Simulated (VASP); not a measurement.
# TlF3 in VASP: single point with PBE

Aim: the single point of TlF3 with PBE.

All numbers are computed with VASP 6.6.1; they aren't measurements. Logs are shortened: lines on timing, memory, paths and dates and some standing lists are left out, and cuts for length are marked.

### 1 The cell of the first run

The cell holds a molecule in a box, 4 atoms: a = 11.900 Å, b = 9.000 Å, c = 12.620 Å, α = 90.00°, β = 90.00°, γ = 90.00°.

### 2 Single point, PBE

File INCAR:

```
SYSTEM = TlF3
ALGO = Normal
EDIFF = 1E-6
ENCUT = 1010
GGA = PE
GGA_COMPAT = .False.
ISIF = 2
ISMEAR = 0
LASPH = .True.
LCHARG = .False.
LREAL = .False.
LWAVE = .False.
NBANDS = 25
NELM = 120
NELMDL = -8
PREC = Accurate
SIGMA = 0.01
```

File KPOINTS:

```
k-points
0
Gamma
  1 1 1
  0 0 0
```

File POSCAR:

```
TlF3
1.0
   11.9000000000      0.0000000000      0.0000000000
    0.0000000000      9.0000000000      0.0000000000
    0.0000000000      0.0000000000     12.6200000000
Tl F
1 3
Direct
    0.4518411800      0.5000000000      0.4998296400
    0.3781512600      0.5000000000      0.6430816200
    0.3781512600      0.5000000000      0.3565768600
    0.6214554600      0.5000000000      0.4998296400
```

Potentials or basis: VASP PAW PBE potentials, release 64 (Tl_d, F_h).

Launch:

```
> cat potpaw_PBE.64/Tl_d/POTCAR potpaw_PBE.64/F_h/POTCAR > POTCAR
> mpirun -np 1 vasp_gam > vasp.out
```

OUTCAR:

```text
SYSTEM = TlF3
   EDIFF = 1E-6
   ENCUT = 1010
   GGA = PE
   ISIF = 2
   ISMEAR = 0
   LASPH = .True.
   LREAL = .False.
   NELM = 120
   NELMDL = -8
   PREC = Accurate

 ion  position               nearest neighbor table
   1  0.452  0.500  0.500-   2 2.01   3 2.01   4 2.02
   2  0.378  0.500  0.643-   1 2.01
   3  0.378  0.500  0.357-   1 2.01
   4  0.621  0.500  0.500-   1 2.02

  LATTYP: Found a simple orthorhombic cell.
 ALAT       =     9.0000000000
 B/A-ratio  =     1.3222222222
 C/A-ratio  =     1.4022222222

  Lattice vectors:

 A1 = (   0.0000000000,  -9.0000000000,   0.0000000000)
 A2 = (  11.9000000000,   0.0000000000,   0.0000000000)
 A3 = (   0.0000000000,   0.0000000000,  12.6200000000)

Analysis of symmetry for initial positions (statically):
=====================================================================
 Subroutine PRICEL returns:
 Original cell was already a primitive cell.

 Routine SETGRP: Setting up the symmetry group for a
 simple orthorhombic supercell.

 Subroutine GETGRP returns: Found  4 space group operations
 (whereof  2 operations were pure point group operations)
 out of a pool of  8 trial point group operations.

The static configuration has the point symmetry C_1h.
 The point group associated with its full space group is C_2v.

Analysis of symmetry for dynamics (positions and initial velocities):
=====================================================================
 Subroutine PRICEL returns:
 Original cell was already a primitive cell.

 Routine SETGRP: Setting up the symmetry group for a
 simple orthorhombic supercell.

 Subroutine GETGRP returns: Found  4 space group operations
 (whereof  2 operations were pure point group operations)
 out of a pool of  8 trial point group operations.

The dynamic configuration has the point symmetry C_1h.
 The point group associated with its full space group is C_2v.

 Subroutine INISYM returns: Found  4 space group operations
 (whereof  2 operations are pure point group operations),
 and found     1 'primitive' translations

----------------------------------------------------------------------------------------

                                     Primitive cell

  volume of cell :    1351.6020

  direct lattice vectors                    reciprocal lattice vectors
    11.900000000  0.000000000  0.000000000     0.084033613  0.000000000  0.000000000
     0.000000000  9.000000000  0.000000000     0.000000000  0.111111111  0.000000000
     0.000000000  0.000000000 12.620000000     0.000000000  0.000000000  0.079239303

  length of vectors
    11.900000000  9.000000000 12.620000000     0.084033613  0.111111111  0.079239303

  position of ions in fractional coordinates (direct lattice)
     0.451841180  0.500000000  0.499829640
     0.378151260  0.500000000  0.643081620
     0.378151260  0.500000000  0.356576860
     0.621455460  0.500000000  0.499829640

  ion indices of the primitive-cell ions
   primitive index   ion index
                 1           1
                 2           2
                 3           3
                 4           4

----------------------------------------------------------------------------------------

 KPOINTS: k-points

Automatic generation of k-mesh.
 Grid dimensions read from file:
 generate k-points for:    1    1    1

 Generating k-lattice:

  Cartesian coordinates                     Fractional coordinates (reciprocal lattice)
     0.084033613  0.000000000  0.000000000     1.000000000  0.000000000  0.000000000
     0.000000000  0.111111111  0.000000000     0.000000000  1.000000000  0.000000000
     0.000000000  0.000000000  0.079239303     0.000000000  0.000000000  1.000000000

  Length of vectors
     0.084033613  0.111111111  0.079239303

  Shift w.r.t. Gamma in fractional coordinates (k-lattice)
     0.000000000  0.000000000  0.000000000

 Subroutine IBZKPT returns following result:
 ===========================================

 Found      1 irreducible k-points:

 Following reciprocal coordinates:
            Coordinates               Weight
  0.000000  0.000000  0.000000      1.000000
   k-points           NKPTS =      1   k-points in BZ     NKDIM =      1   number of bands    NBANDS=     25
   number of dos      NEDOS =    301   number of ions     NIONS =      4
   total plane-waves  NPLWV = ******
   dimension x,y,z NGX =   126 NGY =   96 NGZ =  140
   dimension x,y,z NGXF=   252 NGYF=  192 NGZF=  280
   ions per type =               1   3
   NGX,Y,Z   is equivalent  to a cutoff of  17.60, 17.73, 18.44 a.u.
   NGXF,Y,Z  is equivalent  to a cutoff of  35.21, 35.47, 36.88 a.u.
 SYSTEM =  TlF3
   PREC   = accura    normal or accurate (medium, high low for compatibility)
   ISTART =      0    job   : 0-new  1-cont  2-samecut
   ICHARG =      2    charge: 1-file 2-atom 10-const
   ISPIN  =      1    spin polarized calculation?
   LNONCOLLINEAR =      F non collinear calculations
   LSORBIT =      F    spin-orbit coupling
   LASPH  =      T    aspherical Exc in radial PAW
   ENCUT  = 1010.0 eV  74.23 Ry    8.62 a.u.  30.84 23.32 32.70*2*pi/ulx,y,z
   NELM   =    120;   NELMIN=  2; NELMDL= -8     # of ELM steps
   EDIFF  = 0.1E-05   stopping-criterion for ELM
   LREAL  =      F    real-space projection
[... 7 lines left out ...]
   TEBEG  =    0.0;   TEEND  =   0.0 temperature during run
   PSTRESS=    0.0 pullay stress
   NELECT =      34.0000    total number of electrons
   NUPDOWN=      -1.0000    fix difference up-down
   EMIN   =  10.00;   EMAX   =-10.00  energy-range for DOS
   EFERMI =   0.00;   METHOD = LEGACY
   ISMEAR =     0;   SIGMA  =   0.01  broadening in eV -4-tet -1-fermi 0-gaus
   EFERMI_NEDOS =   21; number of points for ismear=-14 and -15
   IALGO  =     38    algorithm
   IMIX   =      4    mixing-type and parameters
     AMIX     =   0.40;   BMIX     =  1.00
     AMIX_MAG =   1.60;   BMIX_MAG =  1.00
  volume/ion in A,a.u.               =     337.90      2280.27
  Fermi-wavevector in a.u.,A,eV,Ry     =   0.479680  0.906464  3.130603  0.230093
  Thomas-Fermi vector in A             =   1.476827
   LORBIT       =      0    0 simple, 1 ext, 2 COOP (PROOUT), +10 PAW based schemes
   GGA     = PE    functional components
   LHFCALC =     F    Hartree Fock is set to
   AEXX    =    0.0000 exact exchange contribution
   IVDW    =     0    specifies the selected vdW correction
   LEPSILON=     F    determine dielectric tensor
   LRPA    =     F    only Hartree local field effects (RPA)
 non-spin polarized calculation
 Gauss-broadening in eV      SIGMA  =   0.01
  energy-cutoff  :     1010.00
  volume of cell :     1351.60
 maximum number of plane-waves:     49254
 NGX is ok and might be reduce to   126
   NGX = 61   NGY = 47   NGZ = 65

 number of electron      34.0000005 magnetization

 Free energy of the ion-electron system (eV)
  ---------------------------------------------------
  ext. energy  EPLUGINS =         0.00000000
  ---------------------------------------------------
  free energy    TOTEN  =       -12.93957330 eV

  energy without entropy =      -12.93957330  energy(sigma->0) =      -12.93957330

 E-fermi :  -8.6116     XC(G=0):  -0.8911

 val. band max:       -8.6715839746   @ k =   0.0000   0.0000   0.0000
 cond. band min:      -5.3088042186   @ k =   0.0000   0.0000   0.0000
 fundamental gap:      3.3627797560
 Fermi energy:        -8.6115683359

 k-point     1 :       0.0000    0.0000    0.0000
  band No.  band energies     occupation
      1     -28.4721      2.00000
      2     -28.3472      2.00000
      3     -28.1120      2.00000
      4     -17.3749      2.00000
      5     -17.3238      2.00000
      6     -17.3011      2.00000
[... 17 lines left out ...]
     24       1.1223      0.00000
     25       1.6424      0.00000

------------------------ aborting loop because EDIFF is reached ----------------------------------------

  FORCE on cell =-STRESS in cart. coord.  units (eV):
  Direction    XX          YY          ZZ          XY          YZ          ZX
  --------------------------------------------------------------------------------------
  -------------------------------------------------------------------------------------
  Total        0.9490069     -0.0094889      0.8177341      0.0000000      0.0000000      0.0000000
  in kB        1.1249445     -0.0112481      0.9693349      0.0000000      0.0000000      0.0000000
  external PRESSURE =       0.6943438 kB  Pullay stress =       0.0000000 kB

 VOLUME and BASIS-vectors are now :
 -----------------------------------------------------------------------------
  energy-cutoff  :     1010.00
  volume of cell :     1351.60
      direct lattice vectors                 reciprocal lattice vectors
    11.900000000  0.000000000  0.000000000     0.084033613  0.000000000  0.000000000
     0.000000000  9.000000000  0.000000000     0.000000000  0.111111111  0.000000000
     0.000000000  0.000000000 12.620000000     0.000000000  0.000000000  0.079239303

 POSITION                                       TOTAL-FORCE (eV/Angst)
 -----------------------------------------------------------------------------------
      5.37691      4.50000      6.30785        -0.081261      0.000000      0.000000
      4.50000      4.50000      8.11569        -0.143453      0.000000      0.237936
      4.50000      4.50000      4.50000        -0.143453      0.000000     -0.237936
      7.39532      4.50000      6.30785         0.368167      0.000000      0.000000
 -----------------------------------------------------------------------------------
    total drift:                                0.000669     -0.000000      0.033400

  FREE ENERGIE OF THE ION-ELECTRON SYSTEM (eV)
  ---------------------------------------------------
  free  energy   TOTEN  =       -12.9395733015 eV

  energy  without entropy=      -12.9395733015  energy(sigma->0) =      -12.93957330
```

It took 3.2 min on 1 thread of Intel Xeon 6975P-C (Granite Rapids), shared host; peak memory 2.2 GiB.

Results:

| Property | Result |
| --- | --- |
| Free energy | -12.9396 eV |
| Largest force | 0.368 eV/Å |
| Gap between the frontier levels | 3.36 eV |

Forces in eV/Å, atoms in the order of the input:
```
Tl  -0.081  0.000  0.000
F   -0.143  0.000  0.238
F   -0.143  0.000 -0.238
F    0.368  0.000  0.000
```

Caveat: spin-orbit coupling is left out, which moves the levels of the heavy elements.
